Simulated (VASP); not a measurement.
# La5Mg (P-62m) in VASP: further runs

La5Mg is run at these levels: LDA; tasks: single point.

Program: VASP 6.6.1. These are calculated values, not measurements. Logs are shortened: lines on timing, memory, paths and dates and some standing lists are left out, and cuts for length are marked.

### 1 The cell of the first run

It takes space group P-62m (No. 189, hexagonal). Conventional cell: a = 6.163 Å, b = 6.163 Å, c = 5.583 Å, α = 90.00°, β = 90.00°, γ = 120.00°. Within 4.6 Å of La (site symmetry -6) lie 9 La at 3.51 to 3.56 Å and 3 Mg at 3.56 Å. Within 4.4 Å of La (site symmetry m2m) lie 10 La at 3.33 to 3.68 Å and 2 Mg at 3.39 Å. Within 4.5 Å of Mg (site symmetry -62m) lie 12 La at 3.39 to 3.56 Å.

### 2 Single point, LDA

The input, INCAR:

```
ALGO = Normal
EDIFF = 1E-6
ENCUT = 520
ISIF = 2
ISMEAR = 1
LASPH = True
LCHARG = True
LELF = True
LREAL = False
LVHAR = True
LWAVE = False
NBANDS = 38
NELM = 100
PREC = Accurate
SIGMA = 0.05
```

The input, KPOINTS:

```
k-points
0
Gamma
  4 4 4
```

The input, POSCAR:

```
La5Mg
1.0
    6.1626542654      0.0000000000      0.0000000000
   -3.0813266536      5.3370150031      0.0000000000
    0.0000000000      0.0000000000      5.5827956760
La Mg
5 1
Direct
    0.3333333333      0.6666666667      0.5000000000
    0.0000000000      0.6884840000      0.0000000000
    0.6884840000      0.0000000000      0.0000000000
    0.3115160000      0.3115160000      0.0000000000
    0.6666666667      0.3333333333      0.5000000000
    0.0000000000      0.0000000000      0.5000000000
```

Potentials or basis: VASP PAW LDA potentials, release 64 (La, Mg).

Run with:

```bash
$ cat potpaw_LDA.64/La/POTCAR potpaw_LDA.64/Mg/POTCAR > POTCAR
$ mpirun -np 1 vasp_std > vasp.out
```

OUTCAR:

```text
EDIFF = 1E-6
   ENCUT = 520
   ISIF = 2
   ISMEAR = 1
   LASPH = True
   LREAL = False
   NELM = 100
   PREC = Accurate

 ion  position               nearest neighbor table
   1  0.333  0.667  0.500-   4 3.51   4 3.51   2 3.51   2 3.51   3 3.51   3 3.51   6 3.56   5 3.56
                             5 3.56   6 3.56   5 3.56   6 3.56
   2  0.000  0.688  0.000-   3 3.33   4 3.33   6 3.39   6 3.39   1 3.51   1 3.51   5 3.51   5 3.51
                             4 3.68   3 3.68   3 3.68   4 3.68
   3  0.688  0.000  0.000-   2 3.33   4 3.33   6 3.39   6 3.39   5 3.51   5 3.51   1 3.51   1 3.51
                             4 3.68   2 3.68   4 3.68   2 3.68
   4  0.312  0.312  0.000-   2 3.33   3 3.33   6 3.39   6 3.39   1 3.51   1 3.51   5 3.51   5 3.51
                             2 3.68   3 3.68   3 3.68   2 3.68
   5  0.667  0.333  0.500-   3 3.51   3 3.51   4 3.51   4 3.51   2 3.51   2 3.51   6 3.56   1 3.56
                             1 3.56   6 3.56   1 3.56   6 3.56
   6  0.000  0.000  0.500-   2 3.39   2 3.39   3 3.39   3 3.39   4 3.39   4 3.39   5 3.56   1 3.56
                             1 3.56   5 3.56   5 3.56   1 3.56

  LATTYP: Found a hexagonal cell.
 ALAT       =     6.1626542654
 C/A-ratio  =     0.9059076553

  Lattice vectors:

 A1 = (   6.1626542654,   0.0000000000,   0.0000000000)
 A2 = (  -3.0813266536,   5.3370150031,   0.0000000000)
 A3 = (   0.0000000000,   0.0000000000,   5.5827956760)

Analysis of symmetry for initial positions (statically):
=====================================================================
 Subroutine PRICEL returns:
 Original cell was already a primitive cell.

 Routine SETGRP: Setting up the symmetry group for a
 hexagonal supercell.

 Subroutine GETGRP returns: Found 12 space group operations
 (whereof 12 operations were pure point group operations)
 out of a pool of 24 trial point group operations.

The static configuration has the point symmetry D_3h.

Analysis of symmetry for dynamics (positions and initial velocities):
=====================================================================
 Subroutine PRICEL returns:
 Original cell was already a primitive cell.

 Routine SETGRP: Setting up the symmetry group for a
 hexagonal supercell.

 Subroutine GETGRP returns: Found 12 space group operations
 (whereof 12 operations were pure point group operations)
 out of a pool of 24 trial point group operations.

The dynamic configuration has the point symmetry D_3h.

 Subroutine INISYM returns: Found 12 space group operations
 (whereof 12 operations are pure point group operations),
 and found     1 'primitive' translations

----------------------------------------------------------------------------------------

                                     Primitive cell

  volume of cell :     183.6191

  direct lattice vectors                    reciprocal lattice vectors
     6.162654265  0.000000000  0.000000000     0.162267743  0.093685313  0.000000000
    -3.081326654  5.337015003  0.000000000     0.000000000  0.187370656  0.000000000
     0.000000000  0.000000000  5.582795676     0.000000000  0.000000000  0.179121726

  length of vectors
     6.162654265  6.162653900  5.582795676     0.187370644  0.187370656  0.179121726

  position of ions in fractional coordinates (direct lattice)
     0.333333333  0.666666667  0.500000000
     0.000000000  0.688484000  0.000000000
     0.688484000  0.000000000  0.000000000
     0.311516000  0.311516000  0.000000000
     0.666666667  0.333333333  0.500000000
     0.000000000  0.000000000  0.500000000

  ion indices of the primitive-cell ions
   primitive index   ion index
                 1           1
                 2           2
                 3           3
                 4           4
                 5           5
                 6           6

----------------------------------------------------------------------------------------

 KPOINTS: k-points

Automatic generation of k-mesh.
 Grid dimensions read from file:
 generate k-points for:    4    4    4

 Generating k-lattice:

  Cartesian coordinates                     Fractional coordinates (reciprocal lattice)
     0.040566936  0.023421328  0.000000000     0.250000000  0.000000000  0.000000000
     0.000000000  0.046842664  0.000000000     0.000000000  0.250000000  0.000000000
     0.000000000  0.000000000  0.044780432     0.000000000  0.000000000  0.250000000

  Length of vectors
     0.046842661  0.046842664  0.044780432

  Shift w.r.t. Gamma in fractional coordinates (k-lattice)
     0.000000000  0.000000000  0.000000000

 Subroutine IBZKPT returns following result:
 ===========================================

 Found     12 irreducible k-points:

 Following reciprocal coordinates:
            Coordinates               Weight
  0.000000  0.000000  0.000000      1.000000
  0.250000  0.000000  0.000000      6.000000
  0.500000  0.000000  0.000000      3.000000
  0.250000  0.250000  0.000000      6.000000
  0.000000  0.000000  0.250000      2.000000
  0.250000  0.000000  0.250000     12.000000
  0.500000  0.000000  0.250000      6.000000
  0.250000  0.250000  0.250000     12.000000
  0.000000  0.000000  0.500000      1.000000
  0.250000  0.000000  0.500000      6.000000
  0.500000  0.000000  0.500000      3.000000
  0.250000  0.250000  0.500000      6.000000
   k-points           NKPTS =     12   k-points in BZ     NKDIM =     12   number of bands    NBANDS=     38
   number of dos      NEDOS =    301   number of ions     NIONS =      6
   total plane-waves  NPLWV =  96768
   dimension x,y,z NGX =    48 NGY =   48 NGZ =   42
   dimension x,y,z NGXF=    96 NGYF=   96 NGZF=   84
   ions per type =               5   1
   NGX,Y,Z   is equivalent  to a cutoff of  12.95, 12.95, 12.51 a.u.
   NGXF,Y,Z  is equivalent  to a cutoff of  25.90, 25.90, 25.01 a.u.
 SYSTEM =  unknown system
   PREC   = accura    normal or accurate (medium, high low for compatibility)
   ISTART =      0    job   : 0-new  1-cont  2-samecut
   ICHARG =      2    charge: 1-file 2-atom 10-const
   ISPIN  =      1    spin polarized calculation?
   LNONCOLLINEAR =      F non collinear calculations
   LSORBIT =      F    spin-orbit coupling
   LASPH  =      T    aspherical Exc in radial PAW
   ENCUT  =  520.0 eV  38.22 Ry    6.18 a.u.  11.46 11.46 10.38*2*pi/ulx,y,z
   NELM   =    100;   NELMIN=  2; NELMDL= -5     # of ELM steps
   EDIFF  = 0.1E-05   stopping-criterion for ELM
   LREAL  =      F    real-space projection
   EDIFFG = 0.1E-04   stopping-criterion for IOM
   NSW    =      0    number of steps for IOM
   IBRION =     -1    ionic relax: 0-MD 1-quasi-New 2-CG
   NFREE  =      0    steps in history (QN), initial steepest desc. (CG)
   ISIF   =      2    stress and relaxation
   ISYM   =      2    0-nonsym 1-usesym 2-fastsym
   POTIM  = 0.5000    time-step for ionic-motion
   TEBEG  =    0.0;   TEEND  =   0.0 temperature during run
   PSTRESS=    0.0 pullay stress
   NELECT =      57.0000    total number of electrons
   NUPDOWN=      -1.0000    fix difference up-down
   EMIN   =  10.00;   EMAX   =-10.00  energy-range for DOS
   EFERMI =   0.00;   METHOD = LEGACY
   ISMEAR =     1;   SIGMA  =   0.05  broadening in eV -4-tet -1-fermi 0-gaus
   EFERMI_NEDOS =   21; number of points for ismear=-14 and -15
   IALGO  =     38    algorithm
   IMIX   =      4    mixing-type and parameters
     AMIX     =   0.40;   BMIX     =  1.00
     AMIX_MAG =   1.60;   BMIX_MAG =  1.00
  volume/ion in A,a.u.               =      30.60       206.52
  Fermi-wavevector in a.u.,A,eV,Ry     =   1.108478  2.094720 16.717802  1.228724
  Thomas-Fermi vector in A             =   2.245006
   LORBIT       =      0    0 simple, 1 ext, 2 COOP (PROOUT), +10 PAW based schemes
   GGA     = CA    functional components
   LHFCALC =     F    Hartree Fock is set to
   AEXX    =    0.0000 exact exchange contribution
   IVDW    =     0    specifies the selected vdW correction
   LEPSILON=     F    determine dielectric tensor
   LRPA    =     F    only Hartree local field effects (RPA)
 non-spin polarized calculation
 Methfessel and Paxton  Order N= 1 SIGMA  =   0.05
  energy-cutoff  :      520.00
  volume of cell :      183.62
 maximum number of plane-waves:      4971
 NGX is ok and might be reduce to    48
   NGX = 23   NGY = 23   NGZ = 21

 number of electron      57.0000002 magnetization

 Free energy of the ion-electron system (eV)
  ---------------------------------------------------
  ext. energy  EPLUGINS =         0.00000000
  ---------------------------------------------------
  free energy    TOTEN  =       -29.71809903 eV

  energy without entropy =      -29.72051130  energy(sigma->0) =      -29.71890312

 E-fermi :   8.2734     XC(G=0): -10.1544

 val. band max:        8.2634633733   @ k =   0.2500   0.0000   0.5000
 cond. band min:       8.2817130098   @ k =   0.2500   0.0000   0.0000
 fundamental gap:      0.0182496365
 Fermi energy:         8.2733600767

 k-point     1 :       0.0000    0.0000    0.0000
  band No.  band energies     occupation
      1     -24.4172      2.00000
      2     -24.0981      2.00000
      3     -24.0737      2.00000
      4     -23.9109      2.00000
      5     -23.9109      2.00000
      6      -9.0137      2.00000
[... 30 lines left out ...]
     37       9.6834      0.00000
     38       9.6856      0.00000

 k-point     2 :       0.2500    0.0000    0.0000
  band No.  band energies     occupation
      1     -24.3702      2.00000
      2     -24.1399      2.00000
      3     -24.0729      2.00000
      4     -23.9220      2.00000
      5     -23.9100      2.00000
      6      -8.9114      2.00000
[... 30 lines left out ...]
     37       9.8262      0.00000
     38       9.8690      0.00000
[... 367 lines left out ...]
     37       9.7060      0.00000
     38       9.7954      0.00000

 k-point    12 :       0.2500    0.2500    0.5000
  band No.  band energies     occupation
      1     -24.2193      2.00000
      2     -24.1587      2.00000
      3     -24.1169      2.00000
      4     -23.9758      2.00000
      5     -23.9543      2.00000
      6      -8.8599      2.00000
[... 30 lines left out ...]
     37       9.7196      0.00000
     38       9.7752      0.00000

------------------------ aborting loop because EDIFF is reached ----------------------------------------

  FORCE on cell =-STRESS in cart. coord.  units (eV):
  Direction    XX          YY          ZZ          XY          YZ          ZX
  --------------------------------------------------------------------------------------
  -------------------------------------------------------------------------------------
  Total       -0.6478646     -0.6478645      1.1298466     -0.0000001      0.0000000      0.0000000
  in kB       -5.6529723     -5.6529720      9.8585285     -0.0000005      0.0000000      0.0000000
  external PRESSURE =      -0.4824720 kB  Pullay stress =       0.0000000 kB

 VOLUME and BASIS-vectors are now :
 -----------------------------------------------------------------------------
  energy-cutoff  :      520.00
  volume of cell :      183.62
      direct lattice vectors                 reciprocal lattice vectors
     6.162654265  0.000000000  0.000000000     0.162267743  0.093685313  0.000000000
    -3.081326654  5.337015003  0.000000000     0.000000000  0.187370656  0.000000000
     0.000000000  0.000000000  5.582795676     0.000000000  0.000000000  0.179121726

 POSITION                                       TOTAL-FORCE (eV/Angst)
 -----------------------------------------------------------------------------------
      0.00000      3.55801      2.79140        -0.000000     -0.000000      0.000000
     -2.12144      3.67445      0.00000         0.025939     -0.044928      0.000000
      4.24289      0.00000      0.00000        -0.051879     -0.000000     -0.000000
      0.95988      1.66257      0.00000         0.025939      0.044928      0.000000
      3.08133      1.77901      2.79140        -0.000000      0.000000      0.000000
      0.00000      0.00000      2.79140        -0.000000     -0.000000      0.000000
 -----------------------------------------------------------------------------------
    total drift:                               -0.000000      0.000000     -0.000000

  FREE ENERGIE OF THE ION-ELECTRON SYSTEM (eV)
  ---------------------------------------------------
  free  energy   TOTEN  =       -29.7180990313 eV

  energy  without entropy=      -29.7205113039  energy(sigma->0) =      -29.71890312
```

Wall time 2.7 min (1 thread of Intel Xeon Platinum 8488C (Sapphire Rapids), shared host); peak memory 0.27 GiB.

Results:

| Quantity | Value |
| --- | --- |
| Free energy | -29.7181 eV |
| Pressure | 0.0 GPa |
| Largest force | 0.052 eV/Å |
| Band gap on the k mesh | zero (an odd number of electrons rules out a gap without spin polarisation) |

Forces in eV/Å, atoms in the order of the input:
```
La   0.000  0.000  0.000
La   0.026 -0.045  0.000
La  -0.052  0.000  0.000
La   0.026  0.045  0.000
La   0.000  0.000  0.000
Mg   0.000  0.000  0.000
```

Caveat: spin-orbit coupling is left out, which moves the levels of the heavy elements.

### 3 Single point, LDA

This run uses another cell than the first one, of 31.99 Å³/atom.

The input, INCAR:

```
SYSTEM = La5Mg
PREC = Accurate
ENCUT = 520
EDIFF = 1E-7
ISMEAR = 1
SIGMA = 0.05
LREAL = .FALSE.
LASPH = .TRUE.
NELM = 60
ALGO = Normal
ISIF = 2
LWAVE = .FALSE.
LCHARG = .FALSE.
NBANDS = 38
```

The input, KPOINTS:

```
Automatic mesh
0
G
  4 4 4
  0 0 0
```

POSCAR, as its differences from that of step 2:

```diff
@@ -2,5 +2,5 @@
 1.0
-    6.1626542654      0.0000000000      0.0000000000
-   -3.0813266536      5.3370150031      0.0000000000
-    0.0000000000      0.0000000000      5.5827956760
+    6.2546477424      0.0000000000      0.0000000000
+   -3.1273233849      5.4166836889      0.0000000000
+    0.0000000000      0.0000000000      5.6661332711
 La Mg
```

Potentials or basis: VASP PAW LDA potentials, release 64 (La, Mg).

Run with:

```bash
$ cat potpaw_LDA.64/La/POTCAR potpaw_LDA.64/Mg/POTCAR > POTCAR
$ mpirun -np 1 vasp_std > vasp.out
```

OUTCAR:

```text
SYSTEM = La5Mg
   PREC = Accurate
   ENCUT = 520
   EDIFF = 1E-7
   ISMEAR = 1
   LREAL = .FALSE.
   LASPH = .TRUE.
   NELM = 60
   ISIF = 2

 ion  position               nearest neighbor table
   1  0.333  0.667  0.500-   4 3.56   4 3.56   2 3.56   2 3.56   3 3.56   3 3.56   6 3.61   5 3.61
                             5 3.61   6 3.61   5 3.61   6 3.61
   2  0.000  0.688  0.000-   3 3.37   4 3.37   6 3.44   6 3.44   1 3.56   1 3.56   5 3.56   5 3.56

   3  0.688  0.000  0.000-   2 3.37   4 3.37   6 3.44   6 3.44   5 3.56   5 3.56   1 3.56   1 3.56

   4  0.312  0.312  0.000-   2 3.37   3 3.37   6 3.44   6 3.44   1 3.56   1 3.56   5 3.56   5 3.56

   5  0.667  0.333  0.500-   3 3.56   3 3.56   4 3.56   4 3.56   2 3.56   2 3.56   6 3.61   1 3.61
                             1 3.61   6 3.61   1 3.61   6 3.61
   6  0.000  0.000  0.500-   2 3.44   2 3.44   3 3.44   3 3.44   4 3.44   4 3.44   5 3.61   1 3.61
                             1 3.61   5 3.61   5 3.61   1 3.61

  LATTYP: Found a hexagonal cell.
 ALAT       =     6.2546477424
 C/A-ratio  =     0.9059076553

  Lattice vectors:

[... 174 lines left out ...]
 E-fermi :   7.8415     XC(G=0):  -9.9715

 val. band max:        7.8337887435   @ k =   0.2500   0.0000   0.5000
 cond. band min:       7.8619030007   @ k =   0.2500   0.0000   0.0000
 fundamental gap:      0.0281142572
 Fermi energy:         7.8414636742

 k-point     1 :       0.0000    0.0000    0.0000
  band No.  band energies     occupation
      1     -24.8916      2.00000
      2     -24.6287      2.00000
      3     -24.5964      2.00000
      4     -24.4503      2.00000
      5     -24.4503      2.00000
      6      -9.3913      2.00000
[... 481 lines left out ...]
     37       9.2149      0.00000
     38       9.3012      0.00000

------------------------ aborting loop because EDIFF is reached ----------------------------------------

  FORCE on cell =-STRESS in cart. coord.  units (eV):
  Direction    XX          YY          ZZ          XY          YZ          ZX
  --------------------------------------------------------------------------------------
  -------------------------------------------------------------------------------------
  Total       -2.2014160     -2.2014158     -0.6953840     -0.0000002      0.0000000      0.0000000
  in kB      -18.3734020    -18.3734010     -5.8037966     -0.0000016      0.0000000      0.0000000
  external PRESSURE =     -14.1835332 kB  Pullay stress =       0.0000000 kB

 VOLUME and BASIS-vectors are now :
 -----------------------------------------------------------------------------
  energy-cutoff  :      520.00
  volume of cell :      191.97
      direct lattice vectors                 reciprocal lattice vectors
     6.254647742  0.000000000  0.000000000     0.159881106  0.092307388  0.000000000
    -3.127323385  5.416683689  0.000000000     0.000000000  0.184614804  0.000000000
     0.000000000  0.000000000  5.666133271     0.000000000  0.000000000  0.176487201

 POSITION                                       TOTAL-FORCE (eV/Angst)
 -----------------------------------------------------------------------------------
      0.00000      3.61112      2.83307        -0.000000      0.000000      0.000000
     -2.15311      3.72930      0.00000         0.029545     -0.051174      0.000000
      4.30622      0.00000      0.00000        -0.059091      0.000000      0.000000
      0.97421      1.68738      0.00000         0.029545      0.051174      0.000000
      3.12732      1.80556      2.83307        -0.000000     -0.000000      0.000000
      0.00000      0.00000      2.83307        -0.000000      0.000000      0.000000
 -----------------------------------------------------------------------------------
    total drift:                               -0.000000      0.000000     -0.000000

  FREE ENERGIE OF THE ION-ELECTRON SYSTEM (eV)
  ---------------------------------------------------
  free  energy   TOTEN  =       -29.6790565052 eV

  energy  without entropy=      -29.6804417471  energy(sigma->0) =      -29.67951825
```

Wall time 2.5 min (1 thread of Intel Xeon Platinum 8488C (Sapphire Rapids), shared host); peak memory 0.27 GiB.

What came out:

```yaml
Free_energy: -29.6791 eV
Pressure: -1.4 GPa
Largest_force: 0.059 eV/Å
Band_gap_on_the_k_mesh: zero (an odd number of electrons rules out a gap without spin polarisation)
```

Forces in eV/Å, atoms in the order of the input:
```
La   0.000  0.000  0.000
La   0.030 -0.051  0.000
La  -0.059  0.000  0.000
La   0.030  0.051  0.000
La   0.000  0.000  0.000
Mg   0.000  0.000  0.000
```

Stress tensor (GPa, compression positive):
```
-1.84  0.00  0.00
 0.00 -1.84  0.00
 0.00  0.00 -0.58
```

Levels at points of the mesh, in eV from the Fermi level:
```
           k point  band 24  band 25  band 26  band 27  band 28  band 29  band 30  band 31  band 32  band 33
(0.00, 0.00, 0.00)    -1.30    -0.91    -0.91    -0.42    -0.02     0.64     0.64     0.69     1.18     1.21
(0.50, 0.00, 0.00)    -1.42    -0.95    -0.69    -0.65    -0.29    -0.10     0.06     0.32     0.45     0.78
(0.00, 0.00, 0.50)    -0.87    -0.66    -0.47    -0.40    -0.40     0.06     0.34     0.34     0.89     0.89
(0.50, 0.00, 0.50)    -1.37    -1.12    -0.33    -0.21    -0.17    -0.13    -0.04     0.17     0.31     0.49
```

Caveat: spin-orbit coupling is left out, which moves the levels of the heavy elements.

The gap in the log of VASP goes by the Fermi energy; the results here count the filled bands.